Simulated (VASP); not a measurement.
# AlNi (Cmmm) in VASP: notebook, part 2 of 2

VASP 6.6.1.

### Step 5. Single point, PBEsol, collinear spin, ferromagnetic start

This run uses another cell than the first one, of 12.62 Å³/atom.

File INCAR:

```
PREC = Accurate ; ENCUT = 520
EDIFF = 1E-7 ; ISMEAR = 0
SIGMA = 0.1 ; LREAL = F
LASPH = T ; NELM = 150
ALGO = Normal ; ISIF = 2
LWAVE = F ; LCHARG = T
ISPIN = 2 ; MAGMOM = 0 1
LORBIT = 11 ; LMAXMIX = 4
GGA = PS ; LELF = T
LVHAR = T ; NBANDS = 18
```

File KPOINTS:

```
Automatic mesh
0
Gamma
  10 10 9
```

File POSCAR:

```
AlNi
1.0
    1.9859977599     -2.0008476132      0.0000000000
    1.9859977599      2.0008476132      0.0000000000
    0.0000000000      0.0000000000      3.1750555356
Al Ni
1 1
Direct
    0.0000000000      0.0000000000      0.0000000000
    0.5000000000      0.5000000000      0.5000000000
```

Command:

```sh
cat potpaw_PBE.64/Al/POTCAR potpaw_PBE.64/Ni/POTCAR > POTCAR
mpirun -np 1 vasp_std > vasp.out
```

Wall time 2.4 min (1 thread of Intel Xeon 8259CL, shared host); peak memory 0.23 GiB.

Results (log left out):

```
Free energy                                           : -11.4884 eV
Pressure                                              : -10.1 GPa
Net moment                                            : 0.00 μB per cell
Valence electrons inside the program's atomic spheres : Al 0.77; Ni 9.38
```

Stress tensor (GPa, compression positive):
```
 -7.47   0.00   0.00
  0.00  -8.82   0.00
  0.00   0.00 -14.16
```

Levels at points of the mesh, in eV from the Fermi level:
Spin up:
| k point | band 3 | band 4 | band 5 | band 6 | band 7 | band 8 | band 9 | band 10 | band 11 | band 12 |
| --- | --- | --- | --- | --- | --- | --- | --- | --- | --- | --- |
| (0.00, 0.00, 0.00) | -2.93 | -1.49 | -1.47 | -1.20 | 2.80 | 6.68 | 6.72 | 6.92 | 8.45 | 13.43 |
| (0.50, 0.00, 0.00) | -2.50 | -2.49 | -1.85 | -1.37 | -0.32 | 7.56 | 7.84 | 8.81 | 11.23 | 11.95 |
| (0.50, 0.50, 0.00) | -2.24 | -2.19 | -2.19 | -2.13 | -0.75 | 2.08 | 2.92 | 10.15 | 12.97 | 13.09 |
Spin down:
```csv
k point,band 5,band 6,band 7,band 8,band 9,band 10
"(0.00, 0.00, 0.00)",-1.47,-1.20,2.80,6.68,6.72,6.92
"(0.50, 0.00, 0.00)",-1.85,-1.37,-0.32,7.56,7.84,8.81
"(0.50, 0.50, 0.00)",-2.19,-2.13,-0.75,2.08,2.92,10.15
```

Caveat: the cell stands under tension; the PAW data sets were made with another functional, which shifts forces and pressure a little.

### Step 6. Single point, PBEsol, collinear spin, ferromagnetic start

This run uses another cell than the first one, of 12.91 Å³/atom.

File INCAR:

```
SYSTEM = AlNi
PREC     = Accurate       ! precision mode
ENCUT    = 520            ! plane-wave cutoff, eV
EDIFF    = 1E-6           ! SCF threshold, eV
ISMEAR   = 0              ! smearing method
SIGMA    = 0.1            ! smearing width, eV
LREAL    = .FALSE.        ! projectors in reciprocal space
LASPH    = .TRUE.         ! aspherical terms in the spheres
NELM     = 150            ! most SCF steps
ALGO     = Normal         ! electronic algorithm
ISIF     = 2              ! what is computed and relaxed
LWAVE    = .FALSE.        ! write WAVECAR
LCHARG   = .FALSE.        ! write CHGCAR
ISPIN    = 2              ! spin polarisation
MAGMOM   = 0 1            ! initial moments
LORBIT   = 11             ! projections on sites
LMAXMIX  = 4              ! l up to which the mixer works
GGA      = PS             ! functional
NBANDS   = 18             ! bands
```

File KPOINTS:

```
regular mesh
0
G
  10 10 9
  0 0 0
```

File POSCAR:

```
AlNi
1.0
    2.0012752662     -2.0162393536      0.0000000000
    2.0012752662      2.0162393536      0.0000000000
    0.0000000000      0.0000000000      3.1994799995
Al Ni
1 1
Direct
    0.0000000000      0.0000000000      0.0000000000
    0.5000000000      0.5000000000      0.5000000000
```

Potentials or basis: VASP PAW PBE potentials, release 64 (Al, Ni).

Command:

```sh
cat potpaw_PBE.64/Al/POTCAR potpaw_PBE.64/Ni/POTCAR > POTCAR
mpirun -np 1 vasp_std > vasp.out
```

OUTCAR:

```text
SYSTEM = AlNi
   PREC = Accurate
   ENCUT = 520
   EDIFF = 1E-6
   ISMEAR = 0
   LREAL = .FALSE.
   LASPH = .TRUE.
   NELM = 150
   ISIF = 2
   ISPIN = 2
   LORBIT = 11
   GGA = PS

 ion  position               nearest neighbor table
   1  0.000  0.000  0.000-   2 2.56   2 2.56   2 2.56   2 2.56   2 2.57   2 2.57   2 2.57   2 2.57

   2  0.500  0.500  0.500-   1 2.56   1 2.56   1 2.56   1 2.56   1 2.57   1 2.57   1 2.57   1 2.57

  LATTYP: Found a base centered orthorhombic cell.
 ALAT       =     4.0025505324
 B/A-ratio  =     1.0074772759
 C/A-ratio  =     0.7993603013

  Lattice vectors:

 A1 = (   2.0012752662,  -2.0162393536,   0.0000000000)
 A2 = (   2.0012752662,   2.0162393536,   0.0000000000)
 A3 = (   0.0000000000,   0.0000000000,   3.1994799995)

Analysis of symmetry for initial positions (statically):
=====================================================================
 Subroutine PRICEL returns:
 Original cell was already a primitive cell.

 Routine SETGRP: Setting up the symmetry group for a
[... 709 lines left out ...]
      6       7.7383      1.00000
[... 493 lines left out ...]
     17      30.6878      0.00000
     18      31.4333      0.00000

 [... further k-points ...]

------------------------ aborting loop because EDIFF is reached ----------------------------------------

  FORCE on cell =-STRESS in cart. coord.  units (eV):
  Direction    XX          YY          ZZ          XY          YZ          ZX
  --------------------------------------------------------------------------------------
  -------------------------------------------------------------------------------------
  Total       -1.6580964     -1.8601506     -2.6700702     -0.0000000      0.0000000      0.0000000
  in kB     -102.8873659   -115.4251286   -165.6818551     -0.0000000      0.0000000      0.0000000
  external PRESSURE =    -127.9981166 kB  Pullay stress =       0.0000000 kB

 VOLUME and BASIS-vectors are now :
 -----------------------------------------------------------------------------
  energy-cutoff  :      520.00
  volume of cell :       25.82
      direct lattice vectors                 reciprocal lattice vectors
     2.001275266 -2.016239354  0.000000000     0.249840693 -0.247986430  0.000000000
     2.001275266  2.016239354  0.000000000     0.249840693  0.247986430  0.000000000
     0.000000000  0.000000000  3.199479999     0.000000000  0.000000000  0.312550790

 POSITION                                       TOTAL-FORCE (eV/Angst)
 -----------------------------------------------------------------------------------
      0.00000      0.00000      0.00000         0.000000      0.000000      0.000000
      2.00128      0.00000      1.59974        -0.000000      0.000000      0.000000
 -----------------------------------------------------------------------------------
    total drift:                                0.000000      0.000000     -0.000000

  FREE ENERGIE OF THE ION-ELECTRON SYSTEM (eV)
  ---------------------------------------------------
  free  energy   TOTEN  =       -11.4461884449 eV

  energy  without entropy=      -11.4415268289  energy(sigma->0) =      -11.44385764

 total charge

# of ion       s       p       d       tot
------------------------------------------
    1        0.379   0.383   0.000   0.762
    2        0.453   0.456   8.439   9.348
--------------------------------------------------
tot          0.832   0.839   8.439  10.110

 magnetization (x)

# of ion       s       p       d       tot
------------------------------------------
    1        0.000   0.000   0.000   0.000
    2        0.000  -0.000   0.000   0.000
--------------------------------------------------
tot          0.000   0.000   0.000   0.000
```

Run time: 2.3 min. Hardware: 1 thread of Intel Xeon 8259CL, shared host; peak memory 0.23 GiB.

What came out:

- Free energy: -11.4462 eV
- Pressure: -12.8 GPa
- Net moment: 0.00 μB per cell
- Valence electrons inside the program's atomic spheres: Al 0.76; Ni 9.35

Stress tensor (GPa, compression positive):
```
-10.29   0.00   0.00
  0.00 -11.54   0.00
  0.00   0.00 -16.57
```

Levels at points of the mesh, in eV from the Fermi level:
Spin up:
```tsv
k point	band 4	band 5	band 6	band 7	band 8	band 9	band 10	band 11
(0.00, 0.00, 0.00)	-1.44	-1.42	-1.16	2.76	6.56	6.61	6.83	8.38
(0.50, 0.00, 0.00)	-2.41	-1.80	-1.33	-0.32	7.48	7.79	8.62	11.11
(0.50, 0.50, 0.00)	-2.12	-2.12	-2.08	-0.73	2.03	2.80	9.95	12.79
```
Spin down:
```
           k point  band 5  band 6  band 7  band 8  band 9  band 10
(0.00, 0.00, 0.00)   -1.42   -1.16    2.76    6.56    6.61     6.83
(0.50, 0.00, 0.00)   -1.80   -1.33   -0.32    7.48    7.79     8.62
(0.50, 0.50, 0.00)   -2.12   -2.08   -0.73    2.03    2.80     9.95
```

Caveat: the cell stands under tension; the PAW data sets were made with another functional, which shifts forces and pressure a little.

### Step 7. The runs side by side

```tsv
cell	gap on the mesh (eV)	pressure (GPa)	moment (μB)
a = 2.752, b = 2.752, c = 3.099 Å, angles 90.0, 90.0, 90.4°, 2 atoms	none	0.6	0.00
a = 2.775, b = 2.775, c = 3.125 Å, angles 90.0, 90.0, 90.4°, 2 atoms	none	-3.5	0.00
a = 2.797, b = 2.797, c = 3.150 Å, angles 90.0, 90.0, 90.4°, 2 atoms	none	-7.0	0.00
a = 2.819, b = 2.819, c = 3.175 Å, angles 90.0, 90.0, 90.4°, 2 atoms	none	-10.1	0.00
a = 2.841, b = 2.841, c = 3.199 Å, angles 90.0, 90.0, 90.4°, 2 atoms	none	-12.8	0.00
```

Alike in all rows: task single point; level PBEsol; potentials or basis VASP PAW PBE potentials, release 64 (Al, Ni); spin collinear, ferromagnetic start; k mesh 10 × 10 × 9; cutoff (eV) 520; smearing gaussian 0.1 eV.

Caveats: the PAW data sets were made with another functional, which shifts forces and pressure a little; the cell stands under tension (at least some runs).

Absolute energies hang on the potentials; compare differences alone.
